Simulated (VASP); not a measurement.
Write the native input for VASP 6.6.1 that does the following.

```
Task                   : relaxation of cell and atoms
Functional             : PBE
Potentials or basis    : VASP PAW PBE potentials, release 64 (Bi_d, Te)
Cutoff                 : 600 eV
k mesh                 : 6 × 6 × 2
Occupations            : gaussian, width 0.2 eV
Spin                   : no spin polarisation
Dipole correction      : no
Further INCAR settings : ALGO = Fast; EDIFF = 1e-06; IBRION = 2; EDIFFG = -0.025; NSW = 80; ISIF = 3
```

The structure of Bi6Te lies in POSCAR:

```
Bi6Te
1.0
    4.5167439335      0.0373648702      0.0621803508
   -2.2260130400      3.9298184016     -0.0262682440
    0.1982069610      0.0177482741     14.0105322614
Bi Te
6 1
Direct
   -0.0021125333     -0.0046992951      0.2858699952
    0.3346207617      0.6744259350      0.4309670630
    0.9887586950      1.0133946273      0.7172027326
    0.6620217289      0.3310832315      0.5655050873
    0.3603087701      0.6617352026      0.8504356269
    0.6739384504      0.3261875335      0.1454931708
   -0.0175358728      0.9978727652      0.0045263242
```

These files were run (other wordings do the same):

INCAR

```
PREC = Accurate ; ENCUT = 600
EDIFF = 1E-6 ; ISMEAR = 0
SIGMA = 0.2 ; LREAL = False
LASPH = True ; NELM = 60
ALGO = Fast ; ISIF = 3
LWAVE = False ; LCHARG = False
GGA = PE ; IBRION = 2
NSW = 80 ; EDIFFG = -0.025
```

KPOINTS

```
regular mesh
0
Gamma
  6 6 2
```

Potentials or basis: VASP PAW PBE potentials, release 64 (Bi_d, Te).

Command:

```bash
$ cat potpaw_PBE.64/Bi_d/POTCAR potpaw_PBE.64/Te/POTCAR > POTCAR
$ mpirun -np 1 vasp_std > vasp.out
```

It gave:

The relaxed volume is 35.27 Å³/atom, the relaxed cell is a = 4.510 Å, b = 4.467 Å, c = 14.168 Å, α = 89.39°, β = 89.85°, γ = 120.11° and the space group after relaxing (to 0.1 Å) is C2/m (No. 12). The energy gained by relaxing is 14.3 meV/atom, the ionic steps are 13 and the pressure after relaxing is 0.0 GPa. The largest force after relaxing is 0.023 eV/Å and the band gap on the k mesh is zero (bands 48 and 49 overlap by 0.81 eV).

Caveat: spin-orbit coupling is left out, which moves the levels of the heavy elements.

Run time: 120 min on 1 thread of Oxide Virtual Turin-like Processor, with other jobs on the host, peak memory 0.73 GiB.
